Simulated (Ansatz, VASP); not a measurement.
**One calculation of ScAl3, two programs**

INCAR

```
SYSTEM = ScAl3
  PREC = Accurate
  ENCUT = 520
  EDIFF = 1E-7
  ISMEAR = 0
  SIGMA = 0.15
  LREAL = .False.
  LASPH = .True.
  NELM = 80
  ALGO = Fast
  ISIF = 2
  LWAVE = .False.
  LCHARG = .True.
  GGA = PS
  LELF = .True.
  LVHAR = .True.
  NBANDS = 18
```

File KPOINTS:

```
Automatic mesh
0
Gamma
  14 14 14
  0 0 0
```

File POSCAR:

```
ScAl3
1.0
    4.1834504946     -0.6436077684     -0.6436077684
   -0.6436077684      4.1834504946     -0.6436077684
   -0.6436077684     -0.6436077684      4.1834504946
Sc Al
1 3
Direct
    0.0000000000      0.0000000000      0.0000000000
    0.5000000000      0.0000000000      0.5000000000
    0.0000000000      0.5000000000      0.5000000000
    0.5000000000      0.5000000000      0.0000000000
```

Input for Ansatz:

```yaml
crystal:
  lattice:
    - [4.1834504946, -0.6436077684, -0.6436077684]
    - [-0.6436077684, 4.1834504946, -0.6436077684]
    - [-0.6436077684, -0.6436077684, 4.1834504946]
  atoms:
    - { symbol: Sc, position: [0.0, 0.0, 0.0] }
    - { symbol: Al, position: [0.5, 0.0, 0.5] }
    - { symbol: Al, position: [0.0, 0.5, 0.5] }
    - { symbol: Al, position: [0.5, 0.5, 0.0] }
basis:
  ecutwfc: 420
kpoints:
  mp_grid: { grid: [14, 14, 14] }
hamiltonian:
  xc: pbesol
scf:
  occupations: { method: gaussian, width: 0.15 }
output:
  forces: true
  stress: true
  eigenvalues: true
```

Alike in both runs: task single point; functional PBEsol; k mesh 14 × 14 × 14; occupations gaussian, width 0.15 eV; no spin polarisation.

|  | VASP | Ansatz |
| --- | --- | --- |
| version | VASP 6.6.1 | Ansatz 0.2.0 |
| potentials or method | VASP PAW PBE potentials, release 64 (Sc_sv, Al), cutoff 520 eV | scalar-relativistic, plane waves, PAW |
| valence electrons in the cell | 20 | 20 |

VASP gave:

* gap on the k mesh at the Fermi level (eV): none
* pressure (GPa): 16.3
* traceless stress, the component that is largest in VASP (GPa): 9.62

What did Ansatz give for the same quantities?

gap on the k mesh at the Fermi level (eV): none; pressure (GPa): 16.1; traceless stress, the component that is largest in VASP (GPa): 9.61.

VASP's potentials were made for PBE, not for PBEsol. A gap of «none» marks a metal or a gap that the smearing closes.
